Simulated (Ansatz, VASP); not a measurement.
SrCl2: VASP beside Ansatz

Contents of INCAR:

```
PREC = Accurate
ENCUT = 520
EDIFF = 1E-7
ISMEAR = 0
SIGMA = 0.05
LREAL = False
LASPH = True
NELM = 100
ALGO = Normal
ISIF = 2
LWAVE = False
LCHARG = False
GGA = PE
NBANDS = 19
```

File KPOINTS:

```
Automatic mesh
0
Gamma
  6 6 6
```

The input POSCAR:

```
SrCl2
1.0
    0.0000000000      3.5192262993      3.5192262993
    3.5192262993      0.0000000000      3.5192262993
    3.5192262993      3.5192262993      0.0000000000
Sr Cl
1 2
Direct
    0.0000000000      0.0000000000      0.0000000000
    0.2500000000      0.2500000000      0.2500000000
    0.7500000000      0.7500000000      0.7500000000
```

Input for Ansatz:

```yaml
crystal:
  lattice:
    - [0.0, 3.5192262993, 3.5192262993]
    - [3.5192262993, 0.0, 3.5192262993]
    - [3.5192262993, 3.5192262993, 0.0]
  atoms:
    - { symbol: Sr, position: [0.0, 0.0, 0.0] }
    - { symbol: Cl, position: [0.25, 0.25, 0.25] }
    - { symbol: Cl, position: [0.75, 0.75, 0.75] }
basis:
  ecutwfc: 420
kpoints:
  mp_grid: { grid: [6, 6, 6] }
hamiltonian:
  xc: pbe
scf:
  occupations: { method: gaussian, width: 0.05 }
output:
  forces: true
  stress: true
  eigenvalues: true
  write_density: true
  write_potential: true
  elf: true
  volumetric_format: npy
```

Alike in both runs: task single point; functional PBE; k mesh 6 × 6 × 6; occupations gaussian, width 0.05 eV; no spin polarisation.

```csv
,VASP,Ansatz
version,VASP 6.6.1,Ansatz 0.2.0
potentials or method,"VASP PAW PBE potentials, release 64 (Sr_sv, Cl), cutoff 520 eV","scalar-relativistic, plane waves, PAW"
valence electrons in the cell,24,24
```

|  | VASP | Ansatz | Ansatz less VASP |
| --- | --- | --- | --- |
| gap on the k mesh at the Fermi level (eV) | 5.24 | 5.24 | +0.004 |
| least direct gap on the mesh (eV) | 5.52 | 5.52 | +0.003 |
| pressure (GPa) | 0.1 | 0.0 | -0.08 |
